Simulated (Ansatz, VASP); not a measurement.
Ta3N, level by level in two programs

```
CELL_PARAMETERS angstrom
3.01187 0.00000 0.00000
-1.50594 2.60836 0.00000
0.00000 0.00000 7.47364
ATOMIC_POSITIONS crystal
Ta 0.66667 0.33333 0.82607
Ta 0.33333 0.66667 0.17393
Ta 0.00000 0.00000 0.50000
N 0.00000 0.00000 0.00000
```

Single points on this cell with VASP 6.6.1 and Ansatz 0.2.0. Each row is one pair of runs. Alike in all rows: spin: off; k mesh: 10 × 10 × 4; smearing: fermi-dirac, width 0.05 eV.

```csv
level,"VASP's potentials, cutoff","Ansatz's potentials, cutoff","gap on the k mesh at the Fermi level (eV), VASP","gap on the k mesh at the Fermi level (eV), Ansatz","pressure (GPa), VASP","pressure (GPa), Ansatz","rms of the force components (eV/Å), VASP","rms of the force components (eV/Å), Ansatz"
PBE,"VASP PAW PBE potentials, release 64 (Ta_pv, N), 520 eV","Ansatz PAW, 420 eV",none,none,4.8,4.4,0.018,0.003
r2SCAN,"VASP PAW PBE potentials, release 64 (Ta_pv, N), 520 eV","Ansatz PAW, 500 eV",none,?,2.2,?,0.050,?
LDA,"VASP PAW LDA potentials, release 64 (Ta_pv, N), 520 eV","Ansatz PAW, 420 eV",none,none,-7.5,-8.6,0.143,0.166
```

Fill in what Ansatz gave in row 2.

gap on the k mesh at the Fermi level (eV): none; pressure (GPa): 1.2; rms of the force components (eV/Å): 0.021.

VASP's potentials hold 38 valence electrons a cell and Ansatz's 44, so a difference there can come from the potentials and not from the codes.

A gap of «none» marks a metal or a gap that the smearing closes.

Neither program's run includes spin-orbit coupling.
